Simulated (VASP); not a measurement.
Here is a VASP 6.6.1 calculation.

File INCAR:

```
ALGO = Normal
EDIFF = 1E-7
ENCUT = 520
GGA = PS
ISIF = 2
ISMEAR = 0
LASPH = True
LCHARG = False
LREAL = False
LWAVE = False
NBANDS = 20
NELM = 100
PREC = Accurate
SIGMA = 0.05
```

The input KPOINTS:

```
k-points
0
Gamma
  12 12 12
```

The input POSCAR:

```
SnO2
1.0
    1.5519000000      0.8959898828      4.2927333333
   -1.5519000000      0.8959898828      4.2927333333
    0.0000000000     -1.7919797655      4.2927333333
Sn O
1 2
Direct
    0.5000000000      0.5000000000      0.5000000000
    0.2414378084      0.2414378084      0.2414378084
    0.7585621916      0.7585621916      0.7585621916
```

Potentials or basis: VASP PAW PBE potentials, release 64 (Sn_d, O).

The run is started by

```console
$ cat potpaw_PBE.64/Sn_d/POTCAR potpaw_PBE.64/O/POTCAR > POTCAR
$ mpirun -np 1 vasp_std > vasp.out
```

(1) What does it give for the pressure?

(2) Estimate the largest force.

(3) Estimate the band gap on the k mesh.

Results:

(1) 21.6 GPa.

(2) 1.282 eV/Å.

(3) 2.54 eV, indirect (least direct gap 2.68 eV).

Caveat: the PAW data sets were made with another functional, which shifts forces and pressure a little; spin-orbit coupling is left out, which moves the levels of the heavy elements.
